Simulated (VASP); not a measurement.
# Zn (Pm-3m) in VASP: single point with r2SCAN

Aim: the single point of Zn with r2SCAN.

Program: VASP 6.6.1. These are calculated values, not measurements. Logs are shortened: lines on timing, memory, paths and dates and some standing lists are left out, and cuts for length are marked.

## 1. The cell of the first run

The structure is cubic, space group Pm-3m (No. 221). The conventional cell has a = 2.491 Å, b = 2.491 Å, c = 2.491 Å, α = 90.00°, β = 90.00°, γ = 90.00°. Zn (site symmetry m-3m) has 6 Zn at 2.49 Å within 3.3 Å.

This isn't the form of Zn at room conditions, which is hcp.

## 2. Single point, r2SCAN

Input file POSCAR:

```
Zn
1.0
   -0.8302303281      1.6604606563      1.6604606563
    1.6604606563     -0.8302303281      1.6604606563
    1.6604606563      1.6604606563     -0.8302303281
Zn
1
Direct
    0.0000000000      0.0000000000      0.0000000000
```

Input file INCAR.step1:

```
SYSTEM = Zn
ALGO = Normal ; EDIFF = 1E-4
ENCUT = 520 ; GGA = PE
ISMEAR = 0 ; LASPH = .TRUE.
LCHARG = .FALSE. ; LREAL = .FALSE.
LWAVE = .TRUE. ; NBANDS = 12
NELM = 60 ; PREC = Accurate
SIGMA = 0.15
```

Input file INCAR.step2:

```
SYSTEM = Zn
ALGO = Normal ; EDIFF = 1E-7
ENCUT = 520 ; ISIF = 2
ISMEAR = 0 ; ISTART = 1
LASPH = .TRUE. ; LCHARG = .TRUE.
LELF = .TRUE. ; LMIXTAU = .TRUE.
LREAL = .FALSE. ; LVHAR = .TRUE.
LWAVE = .FALSE. ; METAGGA = R2SCAN
NBANDS = 12 ; NELM = 60
PREC = Accurate ; SIGMA = 0.15
```

Input file KPOINTS:

```
k-points
0
G
  24 24 24
  0 0 0
```

Potentials or basis: VASP PAW PBE potentials, release 64 (Zn).

Run with:

```sh
$ cat potpaw_PBE.64/Zn/POTCAR > POTCAR
$ cp INCAR.step1 INCAR
$ mpirun -np 1 vasp_std > vasp.out
$ cp INCAR.step2 INCAR
$ mpirun -np 1 vasp_std > vasp.out
```

OUTCAR:

```text
SYSTEM = Zn
   EDIFF = 1E-7
   ENCUT = 520
   ISIF = 2
   ISMEAR = 0
   ISTART = 1
   LASPH = .TRUE.
   LREAL = .FALSE.
   METAGGA = R2SCAN
   NELM = 60
   PREC = Accurate

 ion  position               nearest neighbor table
   1  0.000  0.000  0.000-

  LATTYP: Found a simple cubic cell.
 ALAT       =     2.4906909844

  Lattice vectors:

 A1 = (  -0.8302303281,   1.6604606563,   1.6604606563)
 A2 = (   1.6604606563,  -0.8302303281,   1.6604606563)
 A3 = (   1.6604606563,   1.6604606563,  -0.8302303281)

Analysis of symmetry for initial positions (statically):
=====================================================================
 Subroutine PRICEL returns:
 Original cell was already a primitive cell.

 Routine SETGRP: Setting up the symmetry group for a
 simple cubic supercell.

 Subroutine GETGRP returns: Found 48 space group operations
 (whereof 48 operations were pure point group operations)
 out of a pool of 48 trial point group operations.

The static configuration has the point symmetry O_h .

Analysis of symmetry for dynamics (positions and initial velocities):
=====================================================================
 Subroutine PRICEL returns:
 Original cell was already a primitive cell.

 Routine SETGRP: Setting up the symmetry group for a
 simple cubic supercell.

 Subroutine GETGRP returns: Found 48 space group operations
 (whereof 48 operations were pure point group operations)
 out of a pool of 48 trial point group operations.

The dynamic configuration has the point symmetry O_h .

 Subroutine INISYM returns: Found 48 space group operations
 (whereof 48 operations are pure point group operations),
 and found     1 'primitive' translations

----------------------------------------------------------------------------------------

                                     Primitive cell

  volume of cell :      15.4511

  direct lattice vectors                    reciprocal lattice vectors
    -0.830230328  1.660460656  1.660460656    -0.133831670  0.267663340  0.267663340
     1.660460656 -0.830230328  1.660460656     0.267663340 -0.133831670  0.267663340
     1.660460656  1.660460656 -0.830230328     0.267663340  0.267663340 -0.133831670

  length of vectors
     2.490690984  2.490690984  2.490690984     0.401495009  0.401495009  0.401495009

  position of ions in fractional coordinates (direct lattice)
[... 83 lines left out ...]
   ISIF   =      2    stress and relaxation
   ISYM   =      2    0-nonsym 1-usesym 2-fastsym
   POTIM  = 0.5000    time-step for ionic-motion
   TEBEG  =    0.0;   TEEND  =   0.0 temperature during run
   PSTRESS=    0.0 pullay stress
   NELECT =      12.0000    total number of electrons
   NUPDOWN=      -1.0000    fix difference up-down
   EMIN   =  10.00;   EMAX   =-10.00  energy-range for DOS
   EFERMI =   0.00;   METHOD = LEGACY
   ISMEAR =     0;   SIGMA  =   0.15  broadening in eV -4-tet -1-fermi 0-gaus
   EFERMI_NEDOS =   21; number of points for ismear=-14 and -15
   IALGO  =     38    algorithm
   IMIX   =      4    mixing-type and parameters
     AMIX     =   0.40;   BMIX     =  1.00
     AMIX_MAG =   1.60;   BMIX_MAG =  1.00
  volume/ion in A,a.u.               =      15.45       104.27
  Fermi-wavevector in a.u.,A,eV,Ry     =   1.504811  2.843681 30.809811  2.264457
  Thomas-Fermi vector in A             =   2.615742
   LORBIT       =      0    0 simple, 1 ext, 2 COOP (PROOUT), +10 PAW based schemes
   METAGGA = R2SCAN    functional components
   LHFCALC =     F    Hartree Fock is set to
   AEXX    =    0.0000 exact exchange contribution
   IVDW    =     0    specifies the selected vdW correction
   LEPSILON=     F    determine dielectric tensor
   LRPA    =     F    only Hartree local field effects (RPA)
 non-spin polarized calculation
 Gauss-broadening in eV      SIGMA  =   0.15
  energy-cutoff  :      520.00
  volume of cell :       15.45
 maximum number of plane-waves:       437
 NGX is ok and might be reduce to    20
   NGX =  9   NGY =  9   NGZ =  9

 number of electron      12.0000019 magnetization

 Free energy of the ion-electron system (eV)
  ---------------------------------------------------
  ext. energy  EPLUGINS =         0.00000000
  ---------------------------------------------------
  free energy    TOTEN  =        -8.56173777 eV

  energy without entropy =       -8.55839430  energy(sigma->0) =       -8.56006604

 E-fermi :   2.6889     XC(G=0): -12.3838

 val. band max:        2.6452887550   @ k =   0.4167   0.4167   0.2083
 cond. band min:       2.7087743504   @ k =   0.3750   0.3750   0.3333
 fundamental gap:      0.0634855954
 Fermi energy:         2.6888843066

 k-point     1 :       0.0000    0.0000    0.0000
  band No.  band energies     occupation
      1      -7.8497      2.00000
      2      -6.1176      2.00000
      3      -6.1176      2.00000
      4      -4.5408      2.00000
      5      -4.5408      2.00000
      6      -4.5408      2.00000
      7      17.0317      0.00000
      8      17.0317      0.00000
      9      17.0317      0.00000
     10      19.8041      0.00000
     11      19.8041      0.00000
     12      24.2478      0.00000
[... 331 lines left out ...]
 k-point    24 :       0.4583    0.0417    0.0000
  band No.  band energies     occupation
      1      -5.9326      2.00000
      2      -5.8894      2.00000
      3      -5.0225      2.00000
      4      -4.9927      2.00000
      5      -4.5090      2.00000
      6      -1.6322      2.00000
      7       0.7165      2.00000
      8      21.3651      0.00000
      9      22.3989      0.00000
     10      23.7886      0.00000
     11      24.5142      0.00000
     12      26.0146      0.00000

 [... further k-points ...]

------------------------ aborting loop because EDIFF is reached ----------------------------------------

  FORCE on cell =-STRESS in cart. coord.  units (eV):
  Direction    XX          YY          ZZ          XY          YZ          ZX
  --------------------------------------------------------------------------------------
  -------------------------------------------------------------------------------------
  Total        0.8732372      0.8732372      0.8732372      0.0000000      0.0000000      0.0000000
  in kB       90.5489189     90.5489189     90.5489189      0.0000000      0.0000000      0.0000000
  external PRESSURE =      90.5489189 kB  Pullay stress =       0.0000000 kB

 VOLUME and BASIS-vectors are now :
 -----------------------------------------------------------------------------
  energy-cutoff  :      520.00
  volume of cell :       15.45
      direct lattice vectors                 reciprocal lattice vectors
    -0.830230328  1.660460656  1.660460656    -0.133831670  0.267663340  0.267663340
     1.660460656 -0.830230328  1.660460656     0.267663340 -0.133831670  0.267663340
     1.660460656  1.660460656 -0.830230328     0.267663340  0.267663340 -0.133831670

 POSITION                                       TOTAL-FORCE (eV/Angst)
 -----------------------------------------------------------------------------------
      0.00000      0.00000      0.00000         0.000000     -0.000000     -0.000000
 -----------------------------------------------------------------------------------
    total drift:                                0.000000      0.000000      0.000000

  FREE ENERGIE OF THE ION-ELECTRON SYSTEM (eV)
  ---------------------------------------------------
  free  energy   TOTEN  =        -8.5617377687 eV

  energy  without entropy=       -8.5583943029  energy(sigma->0) =       -8.56006604
```

OUTCAR.step1:

```text
SYSTEM = Zn
   EDIFF = 1E-4
   ENCUT = 520
   GGA = PE
   ISMEAR = 0
   LASPH = .TRUE.
[... 578 lines left out ...]
 -----------------------------------------------------------------------------------
      0.00000      0.00000      0.00000        -0.000000     -0.000000      0.000000
 -----------------------------------------------------------------------------------
    total drift:                                0.000000      0.000000      0.000000

  FREE ENERGIE OF THE ION-ELECTRON SYSTEM (eV)
  ---------------------------------------------------
  free  energy   TOTEN  =        -0.7937638024 eV

  energy  without entropy=       -0.7903029644  energy(sigma->0) =       -0.79203338
```

It took 3.9 min on 1 thread of Intel Xeon Platinum 8488C (Sapphire Rapids), shared host; peak memory 0.19 GiB.

Results:

```
Free energy            : -8.5617 eV
Pressure               : 9.1 GPa
Band gap on the k mesh : zero (bands 6 and 7 overlap by 9.31 eV)
```

Caveat: the cell stands under pressure; the PAW data sets were made with another functional, which shifts forces and pressure a little.
